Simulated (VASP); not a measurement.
# TaN (Fm-3m) in VASP: notebook, part 2 of 2

VASP 6.6.1. Earlier steps stand in the parts before.

**4. Single point, r2SCAN (volume scaled by 0.94)**

POSCAR

```
TaN
1.0
    0.0000000000      2.1533911459      2.1533911459
    2.1533911459      0.0000000000      2.1533911459
    2.1533911459      2.1533911459      0.0000000000
Ta N
1 1
Direct
    0.5000000000      0.5000000000      0.5000000000
    0.0000000000      0.0000000000      0.0000000000
```

INCAR.step1

```
PREC = Accurate
ENCUT = 520
ISMEAR = 0
SIGMA = 0.1
LREAL = False
LASPH = True
NELM = 60
NBANDS = 15
GGA = PE
ALGO = Normal
EDIFF = 1E-4
LWAVE = True
LCHARG = False
```

INCAR.step2

```
PREC = Accurate
ENCUT = 520
EDIFF = 1E-6
ISMEAR = 0
SIGMA = 0.1
LREAL = False
LASPH = True
NELM = 60
ALGO = Normal
ISIF = 2
LWAVE = False
LCHARG = False
METAGGA = R2SCAN
LMIXTAU = True
NBANDS = 15
ISTART = 1
```

KPOINTS

```
regular mesh
0
Gamma
  16 16 16
```

Potentials or basis: VASP PAW PBE potentials, release 64 (Ta_pv, N).

The run is started by

```
$ cat potpaw_PBE.64/Ta_pv/POTCAR potpaw_PBE.64/N/POTCAR > POTCAR
$ cp INCAR.step1 INCAR
$ mpirun -np 1 vasp_std > vasp.out
$ cp INCAR.step2 INCAR
$ mpirun -np 1 vasp_std > vasp.out
```

OUTCAR:

```text
PREC = Accurate
   ENCUT = 520
   EDIFF = 1E-6
   ISMEAR = 0
   LREAL = False
   LASPH = True
   NELM = 60
   ISIF = 2
   METAGGA = R2SCAN
   ISTART = 1

 ion  position               nearest neighbor table
   1  0.500  0.500  0.500-   2 2.15   2 2.15   2 2.15   2 2.15   2 2.15   2 2.15
   2  0.000  0.000  0.000-   1 2.15   1 2.15   1 2.15   1 2.15   1 2.15   1 2.15

  LATTYP: Found a face centered cubic cell.
 ALAT       =     4.3067822918

  Lattice vectors:

 A1 = (   0.0000000000,   2.1533911459,   2.1533911459)
 A2 = (   2.1533911459,   0.0000000000,   2.1533911459)
[... 610 lines left out ...]
     12      11.8918      0.00000
     13      13.4958      0.00000
     14      20.0668      0.00000
     15      21.1931      0.00000

 [... further k-points ...]
[... 5 lines left out ...]
  --------------------------------------------------------------------------------------
  -------------------------------------------------------------------------------------
  Total        3.4078676      3.4078676      3.4078676      0.0000000     -0.0000000      0.0000000
  in kB      273.3974958    273.3974958    273.3974958      0.0000000     -0.0000000      0.0000000
  external PRESSURE =     273.3974958 kB  Pullay stress =       0.0000000 kB

 VOLUME and BASIS-vectors are now :
 -----------------------------------------------------------------------------
  energy-cutoff  :      520.00
  volume of cell :       19.97
      direct lattice vectors                 reciprocal lattice vectors
     0.000000000  2.153391146  2.153391146    -0.232191909  0.232191909  0.232191909
     2.153391146  0.000000000  2.153391146     0.232191909 -0.232191909  0.232191909
     2.153391146  2.153391146  0.000000000     0.232191909  0.232191909 -0.232191909

 POSITION                                       TOTAL-FORCE (eV/Angst)
 -----------------------------------------------------------------------------------
      2.15339      2.15339      2.15339         0.000000      0.000000     -0.000000
      0.00000      0.00000      0.00000        -0.000000     -0.000000      0.000000
 -----------------------------------------------------------------------------------
    total drift:                                0.000000     -0.000000     -0.000000

  FREE ENERGIE OF THE ION-ELECTRON SYSTEM (eV)
  ---------------------------------------------------
  free  energy   TOTEN  =       -59.5121685414 eV

  energy  without entropy=      -59.5070094129  energy(sigma->0) =      -59.50958898
```

OSZICAR.step1:

```text
N       E                     dE             d eps       ncg     rms          rms(c)
DAV:   1     0.905157159212E+02    0.90516E+02   -0.87836E+03  4357   0.114E+03
DAV:   2    -0.219413722409E+02   -0.11246E+03   -0.10645E+03  5337   0.308E+02
DAV:   3    -0.247073102556E+02   -0.27659E+01   -0.27485E+01  4854   0.450E+01
DAV:   4    -0.247180388927E+02   -0.10729E-01   -0.10726E-01  5688   0.295E+00
DAV:   5    -0.247181031151E+02   -0.64222E-04   -0.64220E-04  4902   0.203E-01    0.275E+01
DAV:   6    -0.217499387958E+02    0.29682E+01   -0.53548E+00  5199   0.268E+01    0.116E+01
DAV:   7    -0.217105964297E+02    0.39342E-01   -0.52675E-01  5190   0.591E+00    0.790E+00
DAV:   8    -0.216864987561E+02    0.24098E-01   -0.12305E-01  4931   0.292E+00    0.192E+00
DAV:   9    -0.216795700836E+02    0.69287E-02   -0.18167E-02  4861   0.111E+00    0.328E-01
DAV:  10    -0.216795284738E+02    0.41610E-04   -0.12625E-03  5008   0.394E-01    0.731E-02
DAV:  11    -0.216794766396E+02    0.51834E-04   -0.10750E-04  3525   0.120E-01
   1 F= -.21679477E+02 E0= -.21676808E+02  d E =-.533648E-02
```

Run time: 72 s. Hardware: 1 thread of Intel Xeon 6975P-C, shared host; peak memory 0.18 GiB.

Results:

- Free energy: -59.5122 eV
- Pressure: 27.3 GPa
- Band gap on the k mesh: zero (band 8 reaches 12.47 eV, above the bottom of band 9 at 7.99 eV)

Caveat: the cell differs from its parent crystal (volume scaled by 0.94); the PAW data sets were made with another functional, which shifts forces and pressure a little; spin-orbit coupling is left out, which moves the levels of the heavy elements.

**5. Single point, r2SCAN (volume scaled by 0.97)**

POSCAR

```
TaN
1.0
    0.0000000000      2.1760600870      2.1760600870
    2.1760600870      0.0000000000      2.1760600870
    2.1760600870      2.1760600870      0.0000000000
Ta N
1 1
Direct
    0.5000000000      0.5000000000      0.5000000000
    0.0000000000      0.0000000000      0.0000000000
```

INCAR.step1

```
PREC     = Accurate       # precision mode
ENCUT    = 520            # plane-wave cutoff, eV
ISMEAR   = 0              # smearing method
SIGMA    = 0.1            # smearing width, eV
LREAL    = False          # projectors in reciprocal space
LASPH    = True           # aspherical terms in the spheres
NELM     = 100            # most SCF steps
NBANDS   = 15             # bands
GGA      = PE             # functional
ALGO     = Normal         # electronic algorithm
EDIFF    = 1E-4           # SCF threshold, eV
LWAVE    = True           # write WAVECAR
LCHARG   = False          # write CHGCAR
```

INCAR.step2

```
PREC     = Accurate       # precision mode
ENCUT    = 520            # plane-wave cutoff, eV
EDIFF    = 1E-6           # SCF threshold, eV
ISMEAR   = 0              # smearing method
SIGMA    = 0.1            # smearing width, eV
LREAL    = False          # projectors in reciprocal space
LASPH    = True           # aspherical terms in the spheres
NELM     = 100            # most SCF steps
ALGO     = Normal         # electronic algorithm
ISIF     = 2              # what is computed and relaxed
LWAVE    = False          # write WAVECAR
LCHARG   = True           # write CHGCAR
METAGGA  = R2SCAN         # meta-GGA
LMIXTAU  = True         
LELF     = True           # ELF
LVHAR    = True         
NBANDS   = 15             # bands
ISTART   = 1
```

KPOINTS

```
Automatic mesh
0
Gamma
  16 16 16
```

The run is started by

```
$ cat potpaw_PBE.64/Ta_pv/POTCAR potpaw_PBE.64/N/POTCAR > POTCAR
$ cp INCAR.step1 INCAR
$ mpirun -np 1 vasp_std > vasp.out
$ cp INCAR.step2 INCAR
$ mpirun -np 1 vasp_std > vasp.out
```

Wall time 76 s (1 thread of Intel Xeon 6975P-C, shared host); peak memory 0.18 GiB.

It converged, with:

```
Free energy            : -59.5936 eV
Pressure               : 13.6 GPa
Band gap on the k mesh : zero (band 8 reaches 12.00 eV, above the bottom of band 9 at 7.72 eV)
```

Levels at points of the mesh, in eV from the Fermi level:
```
           k point  band 4  band 5  band 6  band 7  band 8  band 9  band 10  band 11  band 12  band 13
(0.00, 0.00, 0.00)  -20.28   -4.24   -4.24   -4.24   -2.25   -2.25    -2.25     0.14     0.14     2.07
(0.50, 0.00, 0.00)  -17.07  -11.10   -8.24   -8.24    2.03    2.03     2.18     4.20     8.17     8.17
(0.50, 0.50, 0.00)  -19.05   -7.15   -5.84   -5.08   -5.08    2.31     3.74     3.74     5.06     7.76
```

Caveat: the cell differs from its parent crystal (volume scaled by 0.97); the PAW data sets were made with another functional, which shifts forces and pressure a little; spin-orbit coupling is left out, which moves the levels of the heavy elements.

**6. Single point, r2SCAN**

This run uses another cell than the first one, of 10.35 Å³/atom, 1.107 times its volume.

POSCAR

```
TaN
1.0
    0.0000000000      2.1790000000      2.1790000000
    2.1790000000      0.0000000000      2.1790000000
    2.1790000000      2.1790000000      0.0000000000
Ta N
1 1
Direct
    0.5000000000      0.5000000000      0.5000000000
    0.0000000000      0.0000000000      0.0000000000
```

INCAR.step1

```
SYSTEM = TaN
  ALGO = Normal
  EDIFF = 1E-4
  ENCUT = 520
  GGA = PE
  ISMEAR = 0
  LASPH = .True.
  LCHARG = .False.
  LREAL = .False.
  LWAVE = .True.
  NBANDS = 15
  NELM = 100
  PREC = Accurate
  SIGMA = 0.1
```

INCAR.step2

```
SYSTEM = TaN
  ALGO = Normal
  EDIFF = 1E-7
  ENCUT = 520
  ISIF = 2
  ISMEAR = 0
  ISTART = 1
  LASPH = .True.
  LCHARG = .False.
  LMIXTAU = .True.
  LREAL = .False.
  LWAVE = .False.
  METAGGA = R2SCAN
  NBANDS = 15
  NELM = 100
  PREC = Accurate
  SIGMA = 0.1
```

KPOINTS

```
k-points
0
Gamma
  16 16 16
  0 0 0
```

Potentials or basis: VASP PAW PBE potentials, release 64 (Ta_pv, N).

The run is started by

```
$ cat potpaw_PBE.64/Ta_pv/POTCAR potpaw_PBE.64/N/POTCAR > POTCAR
$ cp INCAR.step1 INCAR
$ mpirun -np 1 vasp_std > vasp.out
$ cp INCAR.step2 INCAR
$ mpirun -np 1 vasp_std > vasp.out
```

Run time: 70 s. Hardware: 1 thread of Intel Xeon 6975P-C, shared host; peak memory 0.18 GiB.

It converged, with:

- Free energy: -59.6003 eV
- Pressure: 12.0 GPa
- Band gap on the k mesh: zero (band 8 reaches 11.94 eV, above the bottom of band 9 at 7.68 eV)

Levels at points of the mesh, in eV from the Fermi level:
```csv
k point,band 4,band 5,band 6,band 7,band 8,band 9,band 10,band 11,band 12,band 13
"(0.00, 0.00, 0.00)",-20.24,-4.23,-4.23,-4.23,-2.24,-2.24,-2.24,0.14,0.14,2.03
"(0.50, 0.00, 0.00)",-17.06,-11.06,-8.20,-8.20,2.02,2.02,2.17,4.18,8.13,8.13
"(0.50, 0.50, 0.00)",-19.01,-7.14,-5.81,-5.07,-5.07,2.30,3.71,3.71,5.02,7.71
```

Caveat: the PAW data sets were made with another functional, which shifts forces and pressure a little; spin-orbit coupling is left out, which moves the levels of the heavy elements.

**7. Summary**

| cell | gap on the mesh (eV) | pressure (GPa) |
| --- | --- | --- |
| a = 2.979 Å, angles 60.0°, 2 atoms | none | 62.5 |
| a = 3.013 Å, angles 60.0°, 2 atoms | none | 43.5 |
| a = 3.045 Å, angles 60.0°, 2 atoms | none | 27.3 |
| a = 3.077 Å, angles 60.0°, 2 atoms | none | 13.6 |
| a = 3.082 Å, angles 60.0°, 2 atoms | none | 12.0 |

Alike in all rows: task single point; level r2SCAN; potentials or basis VASP PAW PBE potentials, release 64 (Ta_pv, N); no spin polarisation; k mesh 16 × 16 × 16; cutoff (eV) 520; smearing gaussian 0.1 eV.

Caveats: the PAW data sets were made with another functional, which shifts forces and pressure a little; spin-orbit coupling is left out, which moves the levels of the heavy elements.

Total energies depend on the potentials used, so only differences within one code and one set of settings carry meaning.
